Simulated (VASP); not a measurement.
# La36HO54 (a cell with a defect) in VASP: notebook, part 2 of 2

VASP 6.6.1. The steps go on from the part before.

## 3. Single point, PBE

INCAR reads:

```
PREC = Accurate ; ENCUT = 520
EDIFF = 1E-7 ; ISMEAR = -1
SIGMA = 0.01 ; LREAL = Auto
LASPH = T ; NELM = 80
ALGO = Normal ; ISIF = 2
LWAVE = F ; LCHARG = F
GGA = PE ; NELECT = 720.0
NBANDS = 412
```

KPOINTS reads:

```
Automatic mesh
0
Gamma
  1 1 1
```

POSCAR reads:

```
La36HO54
1.0
   11.8217180600     -0.0000000912      0.0000000000
   -5.9108589510     10.2379082006      0.0000000000
    0.0000000000      0.0000000000     12.3757188400
La O H
36 54 1
Direct
    0.2231552640      0.1123291371      0.3754012263
    0.1129259478      0.2225610508      0.1242895843
    0.2242344242      0.1112563080      0.8764764972
    0.1133824106      0.2220990785      0.6249146518
    0.2203933936      0.4460037522      0.3752286516
    0.1112972392      0.5582918525      0.1238330601
    0.2194807534      0.4442642135      0.8805451010
    0.1107502350      0.5580295056      0.6239776446
    0.2223963711      0.7782889162      0.3764437642
    0.1109604968      0.8885982748      0.1220686265
    0.2280080269      0.7803257692      0.8747358256
    0.1148138974      0.8897040107      0.6241093201
    0.5571952356      0.1130788341      0.3764573314
    0.4468855000      0.2245202572      0.1220770857
    0.5551644746      0.1074852338      0.8747269328
    0.4457808018      0.2206757194      0.6241008552
    0.5541670560      0.4414999450      0.3740072340
    0.4449498006      0.5567618053      0.1242935535
    0.5551804266      0.4440082388      0.8759852842
    0.4268551102      0.5401106742      0.6273663896
    0.5547918182      0.7807200216      0.3733055397
    0.4456860443      0.8898061228      0.1226315236
    0.5598746912      0.7755849614      0.8760733609
    0.4487734393      0.8867071765      0.6202248437
    0.8894798983      0.1150975102      0.3752305189
    0.7771804036      0.2241759114      0.1238314240
    0.8912258179      0.1160092199      0.8805423784
    0.7774718832      0.2247507352      0.6239836557
    0.8896386794      0.4458387516      0.3762889816
    0.7785209026      0.5569669957      0.1238475911
    0.8895817882      0.4459123376      0.8785724592
    0.7806728389      0.5548166458      0.6276672236
    0.8939840381      0.7813282700      0.3740059003
    0.7787329207      0.8905543861      0.1242839192
    0.8914725933      0.7802986675      0.8759913177
    0.7953710418      0.9086148885      0.6273836210
    0.2241481720      0.1113344453      0.1752693922
    0.1126021740      0.2228892928      0.3213187439
   -0.0003235418     -0.0026680381      0.0010775170
    0.2239753418      0.1115052430      0.6788390582
    0.1135006792      0.2219838850      0.8269045823
    0.0017844317      0.0061733599      0.5042809536
    0.2226738077      0.4459721384      0.1756838134
    0.1107523816      0.5573086789      0.3204338829
    0.0005025662      0.3349862099     -0.0018474187
    0.2142233869      0.4412815053      0.6822062474
    0.1118430167      0.5587309029      0.8256143327
   -0.0004646758      0.3359321032      0.4962231103
    0.2236408585      0.7797881535      0.1773485005
    0.1121369504      0.8909557053      0.3230756398
   -0.0012241149      0.6691784295      0.0025024034
    0.2272196803      0.7804157909      0.6766875415
    0.1128090275      0.8885448406      0.8224312571
    0.0028309103      0.6677688099      0.5010797404
    0.5556879671      0.1118385489      0.1773683267
    0.4445245563      0.2233433215      0.3230912698
    0.3384294894     -0.0029195181     -0.0048697991
    0.5550783701      0.1082678094      0.6766662639
    0.4469417434      0.2226748490      0.8224104799
    0.3343061057      0.0011568860      0.5003953693
    0.5561781638      0.4456138565      0.1785888959
    0.4458564142      0.5571238371      0.3255002155
    0.3381736056      0.3358102593      0.0010561350
    0.5558866438      0.4456325199      0.6754460701
    0.4410781180      0.5543341636      0.8214353889
    0.3292769119      0.3336766051      0.5042981228
    0.5565217638      0.7789717310      0.1799296698
    0.4456053273      0.8898623848      0.3252884441
    0.3393050492      0.6712192520      0.0001588490
    0.5672930702      0.7681902288      0.6530601025
    0.4516004039      0.8838937525      0.8152022727
    0.3243299971      0.6606389754      0.5005444916
    0.8895237510      0.1128253311      0.1756880254
    0.7781678304      0.2247316620      0.3204352633
    0.6642762538     -0.0037801772      0.0001807744
    0.8941911457      0.1212497312      0.6822048364
    0.7767631351      0.2236503842      0.8256070290
    0.6748230744      0.0111161176      0.5004985708
    0.8888877164      0.4465962740      0.1768834526
    0.7771944811      0.5582935101      0.3255348815
    0.6662918630      0.3366944521      0.0025086613
    0.8895419568      0.4459440970      0.6795680595
    0.7783087481      0.5571758661      0.8235374336
    0.6677251436      0.3326604036      0.5010610226
    0.8898697495      0.7793101343      0.1785724303
    0.7783687475      0.8896344500      0.3254790090
    0.6650977512      0.6703567797     -0.0016140682
    0.8898545685      0.7795992607      0.6754674368
    0.7811429300      0.8944014995      0.8214560177
    0.6715604799      0.6639532021      0.4951031157
    0.6385247873      0.6969594948      0.5532146805
```

Potentials or basis: VASP PAW PBE potentials, release 64 (La, O, H).

Run with:

```
$ cat potpaw_PBE.64/La/POTCAR potpaw_PBE.64/O/POTCAR potpaw_PBE.64/H/POTCAR > POTCAR
$ mpirun -np 1 vasp_gam > vasp.out
```

Run time: 73 min. Hardware: 1 thread of Oxide Virtual Turin-like, shared host; peak memory 1.4 GiB.

The run converged. Its results:

```yaml
Free_energy: -763.6862 eV
Largest_force: 0.118 eV/Å
```

Forces on the atoms (eV/Å):
```
La   0.000  0.000 -0.017
La  -0.001  0.000  0.015
La  -0.001  0.001 -0.010
La  -0.001  0.000  0.015
La  -0.001 -0.002 -0.012
La  -0.001 -0.001  0.012
La   0.000 -0.001 -0.016
La   0.002 -0.001  0.015
La   0.001  0.001 -0.012
La  -0.001  0.000  0.016
La  -0.001 -0.001 -0.012
La   0.002 -0.001  0.013
La   0.000 -0.002 -0.013
La   0.000  0.001  0.015
La   0.000  0.002 -0.011
La   0.002 -0.002  0.013
La   0.003  0.002 -0.012
La   0.000 -0.001  0.013
La  -0.001 -0.003 -0.009
La  -0.006 -0.011  0.019
La  -0.005  0.003 -0.023
La  -0.002  0.001  0.015
La  -0.003  0.002 -0.003
La  -0.007  0.004  0.011
La   0.001  0.002 -0.012
La   0.000  0.002  0.012
La   0.001  0.002 -0.016
La   0.001 -0.002  0.014
La  -0.002  0.001 -0.013
La   0.001 -0.001  0.013
La   0.001  0.000 -0.014
La   0.005 -0.003  0.010
La  -0.001 -0.004 -0.012
La   0.001  0.000  0.013
La   0.002  0.002 -0.009
La   0.008  0.011  0.018
O   -0.001  0.000 -0.007
O    0.000 -0.001  0.002
O    0.002 -0.003 -0.002
O   -0.001 -0.001 -0.001
O   -0.003  0.001  0.004
O   -0.002  0.001  0.002
O    0.001  0.000 -0.007
O    0.000  0.001  0.002
O    0.000 -0.001 -0.002
O    0.009  0.005 -0.009
O   -0.003 -0.001  0.005
O    0.004 -0.002  0.001
O    0.001  0.001 -0.004
O    0.000  0.004  0.006
O    0.001  0.000 -0.004
O    0.000  0.000 -0.002
O    0.002  0.000  0.002
O    0.005  0.001  0.000
O    0.000 -0.001 -0.003
O   -0.001  0.000  0.007
O   -0.002 -0.002 -0.001
O    0.002 -0.003 -0.004
O    0.005  0.000  0.003
O    0.000 -0.001  0.005
O   -0.001  0.001 -0.002
O    0.001  0.002  0.006
O    0.000  0.000 -0.003
O   -0.002  0.006 -0.008
O   -0.002  0.004  0.002
O    0.002  0.001  0.000
O    0.000  0.002 -0.002
O    0.002  0.000  0.006
O   -0.003  0.001 -0.001
O    0.007 -0.005 -0.010
O    0.001  0.001 -0.002
O   -0.003  0.000 -0.003
O   -0.001 -0.003 -0.007
O   -0.001 -0.001  0.003
O   -0.001 -0.003 -0.002
O    0.000 -0.009 -0.008
O    0.001  0.000  0.007
O   -0.004  0.003 -0.001
O   -0.003  0.005 -0.007
O    0.000  0.002  0.002
O    0.002 -0.002 -0.003
O   -0.002  0.001 -0.003
O   -0.001  0.000  0.006
O    0.000 -0.003  0.003
O   -0.001  0.000 -0.001
O   -0.001  0.003  0.006
O    0.001  0.001  0.004
O   -0.006 -0.003 -0.007
O   -0.001 -0.004  0.005
O    0.069 -0.042 -0.082
H   -0.070  0.041  0.086
```

Levels at points of the mesh, in eV from the Fermi level:
```tsv
k point	band 357	band 358	band 359	band 360	band 361	band 362	band 363	band 364
(0.00, 0.00, 0.00)	-0.30	-0.28	-0.28	-0.27	3.58	3.63	3.75	3.76
```

Caveat: the k points lie up to 0.61 Å⁻¹ apart; the cell carries a net charge on a neutralising background, which shifts energy and pressure; the cell is charged against a uniform background, so pressure and absolute levels hang on convention; spin-orbit coupling is left out, which moves the levels of the heavy elements.
